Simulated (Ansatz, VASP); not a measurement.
**SrCl2: VASP beside Ansatz**

Contents of POSCAR:

```
SrCl2
1.0
    0.0000000000      3.4422322770      3.4422322770
    3.4422322770      0.0000000000      3.4422322770
    3.4422322770      3.4422322770      0.0000000000
Sr Cl
1 2
Direct
    0.0000000000      0.0000000000      0.0000000000
    0.2500000000      0.2500000000      0.2500000000
    0.7500000000      0.7500000000      0.7500000000
```

INCAR.step1

```
SYSTEM = SrCl2
PREC = Accurate ; ENCUT = 520
ISMEAR = 0 ; SIGMA = 0.02
LREAL = .False. ; LASPH = .True.
NELM = 60 ; NBANDS = 19
GGA = PE ; ALGO = Normal
EDIFF = 1E-4 ; LWAVE = .True.
LCHARG = .False.
```

Contents of INCAR.step2:

```
SYSTEM = SrCl2
PREC = Accurate ; ENCUT = 520
EDIFF = 1E-7 ; ISMEAR = 0
SIGMA = 0.02 ; LREAL = .False.
LASPH = .True. ; NELM = 60
ALGO = Normal ; ISIF = 2
LWAVE = .False. ; LCHARG = .False.
METAGGA = R2SCAN ; LMIXTAU = .True.
NBANDS = 19 ; ISTART = 1
```

Contents of KPOINTS:

```
regular mesh
0
Gamma
  6 6 6
  0 0 0
```

Input for Ansatz:

```yaml
crystal:
  lattice:
    - [0.0, 3.442232277, 3.442232277]
    - [3.442232277, 0.0, 3.442232277]
    - [3.442232277, 3.442232277, 0.0]
  atoms:
    - { symbol: Sr, position: [0.0, 0.0, 0.0] }
    - { symbol: Cl, position: [0.25, 0.25, 0.25] }
    - { symbol: Cl, position: [0.75, 0.75, 0.75] }
basis:
  ecutwfc: 500
kpoints:
  mp_grid: { grid: [6, 6, 6] }
  band_path: { path: [VBM, CBM], npoints: 2 }
hamiltonian:
  xc: r2scan
scf:
  occupations: { method: gaussian, width: 0.02 }
output:
  forces: true
  stress: true
  eigenvalues: true
checkpoint:
  read: start.run
  write: ck
  compress: false
  write_wavefunctions: false
  write_every: 100000
```

Alike in both runs: task single point; functional r2SCAN; k mesh 6 × 6 × 6; occupations gaussian, width 0.02 eV; no spin polarisation.

|  | VASP | Ansatz |
| --- | --- | --- |
| version | VASP 6.6.1 | Ansatz 0.2.0 |
| potentials or method | VASP PAW PBE potentials, release 64 (Sr_sv, Cl), cutoff 520 eV | scalar-relativistic, plane waves, PAW |
| valence electrons in the cell | 24 | 24 |

```tsv
	VASP	Ansatz	Ansatz less VASP
gap on the k mesh at the Fermi level (eV)	5.97	5.96	-0.001
least direct gap on the mesh (eV)	5.97	5.96	-0.001
pressure (GPa)	2.1	2.0	-0.06
```

VASP's potentials were made for PBE, not for r2SCAN.
